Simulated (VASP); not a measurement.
Runs of VASP 6.6.1 on Na. The structure is that of space group P6_3/mmc (No. 194), or close to it. The cells are those of the table. This isn't the form of Na at room conditions, which is bcc.

```tsv
task	cell	cutoff (eV)	gap on the mesh (eV)	pressure (GPa)
electric field gradients	a = 3.767, b = 3.767, c = 6.339 Å, angles 90.0, 90.0, 120.0°, 2 atoms	520	none	(a)
single point	a = 3.767, b = 3.767, c = 6.154 Å, angles 90.0, 90.0, 120.0°, 2 atoms	520	none	-0.1
electric field gradients	a = 3.767, b = 3.767, c = 6.277 Å, angles 90.0, 90.0, 120.0°, 2 atoms	520	none	-0.3
electric field gradients	a = 3.767, b = 3.792, c = 6.154 Å, angles 90.3, 90.9, 120.6°, 2 atoms	400	none	-0.3
```

Alike in all rows: level PBE; potentials or basis VASP PAW PBE potentials, release 64 (Na_pv); no spin polarisation; k mesh 13 × 13 × 7; smearing fermi-dirac 0.05 eV.

Task: Fill in the values left out.

Result: (a) -0.4.

A gap of «none» marks levels without a gap at the run's occupations.
